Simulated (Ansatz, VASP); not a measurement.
BC5: VASP beside Ansatz

The input INCAR:

```
PREC = Accurate
ENCUT = 520
EDIFF = 1E-6
ISMEAR = 0
SIGMA = 0.1
LREAL = False
LASPH = True
NELM = 150
ALGO = Normal
ISIF = 2
LWAVE = False
LCHARG = True
ISPIN = 2
MAGMOM = 0 1 1 1 1 1
LORBIT = 11
GGA = PE
LELF = True
LVHAR = True
NBANDS = 24
```

Contents of KPOINTS:

```
regular mesh
0
Gamma
  4 4 4
```

Contents of POSCAR:

```
BC5
1.0
    2.3207347600     -3.4005117000      0.0000000000
    2.3207347600      3.4005117000      0.0000000000
    0.0000000000      0.0000000000      5.5306750900
B C
1 5
Direct
    0.0000000000      0.0000000000      0.5000000000
    0.5000000000      0.5000000000      0.0000000000
    0.1640461900      0.1640461900      0.0000000000
    0.8359538100      0.8359538100      0.0000000000
    0.7841477300      0.2158522700      0.5000000000
    0.2158522700      0.7841477300      0.5000000000
```

Input for Ansatz:

```yaml
crystal:
  lattice:
    - [2.32073476, -3.4005117, 0.0]
    - [2.32073476, 3.4005117, 0.0]
    - [0.0, 0.0, 5.53067509]
  atoms:
    - { symbol: B, position: [0.0, 0.0, 0.5] }
    - { symbol: C, position: [0.5, 0.5, 0.0], spin: 1.0 }
    - { symbol: C, position: [0.16404619, 0.16404619, 0.0], spin: 1.0 }
    - { symbol: C, position: [0.83595381, 0.83595381, 0.0], spin: 1.0 }
    - { symbol: C, position: [0.78414773, 0.21585227, 0.5], spin: 1.0 }
    - { symbol: C, position: [0.21585227, 0.78414773, 0.5], spin: 1.0 }
basis:
  ecutwfc: 420
kpoints:
  mp_grid: { grid: [4, 4, 4] }
hamiltonian:
  xc: pbe
scf:
  occupations: { method: gaussian, width: 0.1 }
  lower_state_search: "off"
output:
  forces: true
  stress: true
  eigenvalues: true
  populations: true
magnetization:
  spin_polarized: true
```

Alike in both runs: task single point; functional PBE; k mesh 4 × 4 × 4; occupations gaussian, width 0.1 eV; collinear spin.

|  | VASP | Ansatz |
| --- | --- | --- |
| version | VASP 6.6.1 | Ansatz 0.2.0 |
| potentials or method | VASP PAW PBE potentials, release 64 (B, C), cutoff 520 eV | scalar-relativistic, plane waves, PAW |
| valence electrons in the cell | 23 | 23 |

```csv
,VASP,Ansatz,Ansatz less VASP
gap on the k mesh at the Fermi level (eV),none,none,-
rms of the force components (eV/Å),0.294,0.290,-0.0039
net moment per atom (μB),0.07,0.07,-0.002
size of the moment on the site where the two differ most (μB),0.06,0.04,-0.016
```

Site moments also hang on the region over which each program counts them. Atom by atom the forces differ by 0.005 eV/Å (rms over components). A gap of «none» marks a metal or a gap that the smearing closes. Ansatz's warnings: seeded moment not kept.

The k mesh is coarse, so the values compare programs but aren't converged.
